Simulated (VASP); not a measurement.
# Ru (P6_3/mmc) in VASP: further runs, part 2 of 2

VASP 6.6.1.

**3. Single point, PBEsol**

This run uses another cell than the first one, of 13.32 Å³/atom.

Contents of POSCAR:

```
Ru
1.0
    2.6895240086      0.0000000000      0.0000000000
   -1.3447620043      2.3291961155      0.0000000000
    0.0000000000      0.0000000000      4.2519209257
Ru
2
Direct
    0.3333333333      0.6666666667      0.2500000000
    0.6666666667      0.3333333333      0.7500000000
```

Contents of INCAR.step1:

```
SYSTEM = Ru
  ALGO = Fast
  EDIFF = 1E-7
  ENCUT = 520
  GGA = PS
  ISIF = 2
  ISMEAR = 0
  LASPH = .True.
  LCHARG = .True.
  LMAXMIX = 4
  LREAL = .False.
  LWAVE = .False.
  NBANDS = 21
  NELM = 80
  PREC = Accurate
  SIGMA = 0.1
```

Contents of KPOINTS.step1:

```
k-points
0
Gamma
  18 18 10
  0 0 0
```

Contents of INCAR.step2:

```
SYSTEM = Ru
  ALGO = Fast
  EDIFF = 1E-7
  ENCUT = 520
  GGA = PS
  ICHARG = 11
  ISIF = 2
  ISMEAR = -5
  LASPH = .True.
  LCHARG = .False.
  LMAXMIX = 4
  LORBIT = 11
  LREAL = .False.
  LWAVE = .False.
  NEDOS = 1001
  NELM = 80
  PREC = Accurate
  SIGMA = 0.1
```

Contents of KPOINTS.step2:

```
k-points
0
Gamma
  27 27 15
  0 0 0
```

Potentials or basis: VASP PAW PBE potentials, release 64 (Ru_pv).

The run is started by

```
$ cat potpaw_PBE.64/Ru_pv/POTCAR > POTCAR
$ cp INCAR.step1 INCAR
$ cp KPOINTS.step1 KPOINTS
$ mpirun -np 1 vasp_std > vasp.out
$ cp INCAR.step2 INCAR
$ cp KPOINTS.step2 KPOINTS
$ mpirun -np 1 vasp_std > vasp.out
```

OUTCAR:

```text
SYSTEM = Ru
   EDIFF = 1E-7
   ENCUT = 520
   GGA = PS
   ICHARG = 11
   ISIF = 2
   ISMEAR = -5
   LASPH = .True.
   LORBIT = 11
   LREAL = .False.
   NELM = 80
   PREC = Accurate

 ion  position               nearest neighbor table
   1  0.333  0.667  0.250-   2 2.63   2 2.63   2 2.63   2 2.63   2 2.63   2 2.63
   2  0.667  0.333  0.750-   1 2.63   1 2.63   1 2.63   1 2.63   1 2.63   1 2.63

  LATTYP: Found a hexagonal cell.
 ALAT       =     2.6895240086
 C/A-ratio  =     1.5809194906

  Lattice vectors:

 A1 = (   2.6895240086,   0.0000000000,   0.0000000000)
 A2 = (  -1.3447620043,   2.3291961155,   0.0000000000)
 A3 = (   0.0000000000,   0.0000000000,   4.2519209257)

Analysis of symmetry for initial positions (statically):
=====================================================================
 Subroutine PRICEL returns:
 Original cell was already a primitive cell.

 Routine SETGRP: Setting up the symmetry group for a
 hexagonal supercell.

 Subroutine GETGRP returns: Found 24 space group operations
 (whereof 12 operations were pure point group operations)
 out of a pool of 24 trial point group operations.

The static configuration has the point symmetry D_3d.
 The point group associated with its full space group is D_6h.

Analysis of symmetry for dynamics (positions and initial velocities):
=====================================================================
 Subroutine PRICEL returns:
 Original cell was already a primitive cell.

 Routine SETGRP: Setting up the symmetry group for a
 hexagonal supercell.

 Subroutine GETGRP returns: Found 24 space group operations
 (whereof 12 operations were pure point group operations)
 out of a pool of 24 trial point group operations.

The dynamic configuration has the point symmetry D_3d.
 The point group associated with its full space group is D_6h.

 Subroutine INISYM returns: Found 24 space group operations
 (whereof 12 operations are pure point group operations),
[... 123 lines left out ...]
   GGA     = PS    functional components
   LHFCALC =     F    Hartree Fock is set to
   AEXX    =    0.0000 exact exchange contribution
   IVDW    =     0    specifies the selected vdW correction
   LEPSILON=     F    determine dielectric tensor
   LRPA    =     F    only Hartree local field effects (RPA)
 non-spin polarized calculation
 RMM-DIIS sequential band-by-band and
 Fermi weights with tetrahedron method with Bloechl corrections
  energy-cutoff  :      520.00
  volume of cell :       26.64
 maximum number of plane-waves:       738
 NGX is ok and might be reduce to    20

 number of electron      27.9999997 magnetization

 Free energy of the ion-electron system (eV)
  ---------------------------------------------------
  ext. energy  EPLUGINS =         0.00000000
  ---------------------------------------------------
  free energy    TOTEN  =       -20.34160001 eV

  energy without entropy =      -20.34160001  energy(sigma->0) =      -20.34160001

 E-fermi :  13.0653     XC(G=0): -14.4000

 val. band max:       13.1024099463   @ k =   0.3704   0.0370   0.4000
 cond. band min:      13.0560289521   @ k =   0.2593   0.2222   0.0000
 fundamental gap:     -0.0463809942
 Fermi energy:        13.0652901266

 k-point     1 :       0.0000    0.0000    0.0000
  band No.  band energies     occupation
      1     -30.6229      2.00000
      2     -29.6212      2.00000
      3     -29.6212      2.00000
      4     -29.4387      2.00000
      5     -29.4387      2.00000
      6     -29.3948      2.00000
[... 481 lines left out ...]
      5     -29.6394      2.00000
      6     -29.5562      2.00000
[... 10 lines left out ...]
     17      15.1076      0.00000
     18      22.0359      0.00000

 [... further k-points ...]

------------------------ aborting loop because EDIFF is reached ----------------------------------------

  FORCE on cell =-STRESS in cart. coord.  units (eV):
  Direction    XX          YY          ZZ          XY          YZ          ZX
  --------------------------------------------------------------------------------------
  -------------------------------------------------------------------------------------
  Total       -0.0262079     -0.0262079     -0.3725731      0.0000000      0.0000000      0.0000000
  in kB       -1.5764332     -1.5764332    -22.4106988      0.0000000      0.0000000      0.0000000
  external PRESSURE =      -8.5211884 kB  Pullay stress =       0.0000000 kB

 VOLUME and BASIS-vectors are now :
 -----------------------------------------------------------------------------
  energy-cutoff  :      520.00
  volume of cell :       26.64
      direct lattice vectors                 reciprocal lattice vectors
     2.689524009  0.000000000  0.000000000     0.371813004  0.214666338  0.000000000
    -1.344762004  2.329196115  0.000000000     0.000000000  0.429332675  0.000000000
     0.000000000  0.000000000  4.251920926     0.000000000  0.000000000  0.235187817

 POSITION                                       TOTAL-FORCE (eV/Angst)
 -----------------------------------------------------------------------------------
     -0.00000      1.55280      1.06298        -0.000000      0.000000     -0.000000
      1.34476      0.77640      3.18894         0.000000     -0.000000      0.000000
 -----------------------------------------------------------------------------------
    total drift:                               -0.000000      0.000000     -0.000000

  FREE ENERGIE OF THE ION-ELECTRON SYSTEM (eV)
  ---------------------------------------------------
  free  energy   TOTEN  =       -20.3416000141 eV

  energy  without entropy=      -20.3416000141  energy(sigma->0) =      -20.34160001

 total charge

# of ion       s       p       d       tot
------------------------------------------
    1        0.412   6.331   5.961  12.703
    2        0.412   6.331   5.961  12.703
--------------------------------------------------
tot          0.823  12.661  11.923  25.407
```

OUTCAR.step1:

```text
SYSTEM = Ru
   EDIFF = 1E-7
   ENCUT = 520
   GGA = PS
   ISIF = 2
   ISMEAR = 0
[... 803 lines left out ...]
     -0.00000      1.55280      1.06298         0.000000     -0.000000      0.000000
      1.34476      0.77640      3.18894        -0.000000      0.000000      0.000000
 -----------------------------------------------------------------------------------
    total drift:                               -0.000000      0.000000     -0.000000

  FREE ENERGIE OF THE ION-ELECTRON SYSTEM (eV)
  ---------------------------------------------------
  free  energy   TOTEN  =       -20.3450877698 eV

  energy  without entropy=      -20.3362342841  energy(sigma->0) =      -20.34066103
```

OSZICAR.step1:

```text
N       E                     dE             d eps       ncg     rms          rms(c)
DAV:   1     0.286757640296E+03    0.28676E+03   -0.17550E+04  9348   0.149E+03
DAV:   2    -0.160141172888E+02   -0.30277E+03   -0.29352E+03  9559   0.447E+02
DAV:   3    -0.218909969483E+02   -0.58769E+01   -0.58414E+01 10909   0.697E+01
DAV:   4    -0.219340543197E+02   -0.43057E-01   -0.42994E-01 11820   0.571E+00
DAV:   5    -0.219345758357E+02   -0.52152E-03   -0.51798E-03 10505   0.559E-01    0.202E+01
RMM:   6    -0.204543840240E+02    0.14802E+01   -0.31736E+00  9595   0.148E+01    0.521E+00
RMM:   7    -0.203544415340E+02    0.99942E-01   -0.41336E-01 10348   0.475E+00    0.971E-01
RMM:   8    -0.203463662089E+02    0.80753E-02   -0.23523E-02 10598   0.148E+00    0.503E-01
RMM:   9    -0.203450588709E+02    0.13073E-02   -0.30609E-03 10743   0.495E-01    0.790E-02
RMM:  10    -0.203450837270E+02   -0.24856E-04   -0.52387E-04 10975   0.216E-01    0.269E-02
RMM:  11    -0.203450878030E+02   -0.40761E-05   -0.91879E-05 11646   0.655E-02    0.118E-02
RMM:  12    -0.203450881917E+02   -0.38869E-06   -0.12541E-05 11932   0.267E-02    0.505E-03
RMM:  13    -0.203450877213E+02    0.47040E-06   -0.16012E-06 11603   0.944E-03    0.519E-04
RMM:  14    -0.203450877698E+02   -0.48484E-07   -0.35537E-07  8792   0.372E-03
   1 F= -.20345088E+02 E0= -.20340661E+02  d E =-.885349E-02
```

It took 2.3 min on 1 thread of Intel Xeon Platinum 8559C (Emerald Rapids), shared host; peak memory 0.35 GiB.

Results:

```
Valence electrons inside the program's atomic spheres : Ru 12.70
```

Caveat: the PAW data sets were made with another functional, which shifts forces and pressure a little; tetrahedron occupations give inexact forces and stress in metals.

**4. Single point, PBEsol**

This run uses another cell than the first one, of 13.32 Å³/atom.

Contents of POSCAR:

```
Ru
1.0
    2.6895240080      0.0000000000      0.0000000000
   -1.3447620040      2.3291961150      0.0000000000
    0.0000000000      0.0000000000      4.2519209276
Ru
2
Direct
    0.3333333333      0.6666666667      0.2500000000
    0.6666666667      0.3333333333      0.7500000000
```

INCAR.step1 is that of step 3.

KPOINTS.step1 is that of step 3.

INCAR.step2 is that of step 3.

KPOINTS.step2 is that of step 3.

The run is started by

```
$ cat potpaw_PBE.64/Ru_pv/POTCAR > POTCAR
$ cp INCAR.step1 INCAR
$ cp KPOINTS.step1 KPOINTS
$ mpirun -np 1 vasp_std > vasp.out
$ cp INCAR.step2 INCAR
$ cp KPOINTS.step2 KPOINTS
$ mpirun -np 1 vasp_std > vasp.out
```

Run time: 3.8 min. Hardware: 1 thread of Intel Xeon Platinum 8488C (Sapphire Rapids), shared host; peak memory 0.36 GiB.

The run converged. Its results:

```
Valence electrons inside the program's atomic spheres : Ru 12.70
```

Levels at points of the mesh, in eV from the Fermi level:
```tsv
k point	band 10	band 11	band 12	band 13	band 14	band 15	band 16	band 17	band 18
(0.00, 0.00, 0.00)	-2.69	-2.50	-1.98	-1.98	-1.45	-1.45	1.22	1.22	1.26
```

Caveat: the PAW data sets were made with another functional, which shifts forces and pressure a little; tetrahedron occupations give inexact forces and stress in metals.
